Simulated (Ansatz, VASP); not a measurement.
# Two plane-wave programs on Cd

```
Cd
1.0
     1.64907    2.85627    0.00000
    -1.64907    2.85627    0.00000
     0.00000    0.00000    5.16784
Cd
2
Direct
  0.33333 0.33334 0.25000
  0.66666 0.66667 0.75000
```

Alike in both runs: task single point; functional PBE; k mesh 12 × 12 × 7; no spin polarisation.

|  | VASP | Ansatz |
| --- | --- | --- |
| version | VASP 6.6.1 | Ansatz 0.2.0 |
| potentials or method | VASP PAW PBE potentials, release 64 (Cd), cutoff 520 eV | PAW plane waves |
| occupations | fermi-dirac, width 0.1 eV | fermi-dirac |
| valence electrons in the cell | 24 | 40 |

Ansatz gave:

| Item | Value |
| --- | --- |
| pressure (GPa) | -2.3 |
| traceless stress, the component that is largest in VASP (GPa) | 0.14 |

Question: Which values does VASP return?

Answer: Pressure (GPa): -2.2; traceless stress, the component that is largest in VASP (GPa): 0.15.

VASP's potentials hold 24 valence electrons a cell and Ansatz's 40, so a difference there can come from the potentials and not from the codes. Ansatz's warnings: structure snapped to symmetry.
